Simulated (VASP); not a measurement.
Here is a VASP 6.6.1 calculation.

Contents of POSCAR:

```
WC
1.0
    0.0000000000      2.1824154782      2.1824154782
    2.1824154782      0.0000000000      2.1824154782
    2.1824154782      2.1824154782      0.0000000000
W C
1 1
Direct
   -0.0483285570      0.0820524806     -0.1263055668
    0.5483285570      0.4179475194      0.6263055668
```

Contents of INCAR.step1:

```
PREC = Accurate ; ENCUT = 520
ISMEAR = 0 ; SIGMA = 0.15
LREAL = F ; LASPH = T
NELM = 80 ; NBANDS = 16
GGA = PE ; ALGO = Normal
EDIFF = 1E-4 ; LWAVE = T
LCHARG = F
```

INCAR.step2

```
PREC = Accurate ; ENCUT = 520
EDIFF = 1E-6 ; ISMEAR = 0
SIGMA = 0.15 ; LREAL = F
LASPH = T ; NELM = 80
ALGO = Normal ; ISIF = 2
LWAVE = F ; LCHARG = F
METAGGA = R2SCAN ; LMIXTAU = T
NBANDS = 16 ; ISTART = 1
```

Contents of KPOINTS:

```
regular mesh
0
Gamma
  14 14 14
```

Potentials or basis: VASP PAW PBE potentials, release 64 (W_sv, C).

Launch:

```console
$ cat potpaw_PBE.64/W_sv/POTCAR potpaw_PBE.64/C/POTCAR > POTCAR
$ cp INCAR.step1 INCAR
$ mpirun -np 1 vasp_std > vasp.out
$ cp INCAR.step2 INCAR
$ mpirun -np 1 vasp_std > vasp.out
```

Problem. Estimate the band gap on the k mesh.

Solution. Zero (bands 9 and 10 overlap by 4.51 eV).

Problem. Estimate the pressure.

Solution. 153.4 GPa.

Problem. Estimate the largest force.

Solution. 36.640 eV/Å.

Forces on the atoms (eV/Å):
```
W    -3.199  36.414   2.500
C     3.199 -36.414  -2.500
```

Caveat: the cell differs from its parent crystal (all W atoms moved 0.8 Å in one direction); atoms lie so close that the PAW spheres overlap strongly, which falsifies energies and pressures; the stress differs along the axes, from 16 to 420 GPa; the PAW data sets were made with another functional, which shifts forces and pressure a little; spin-orbit coupling is left out, which moves the levels of the heavy elements.
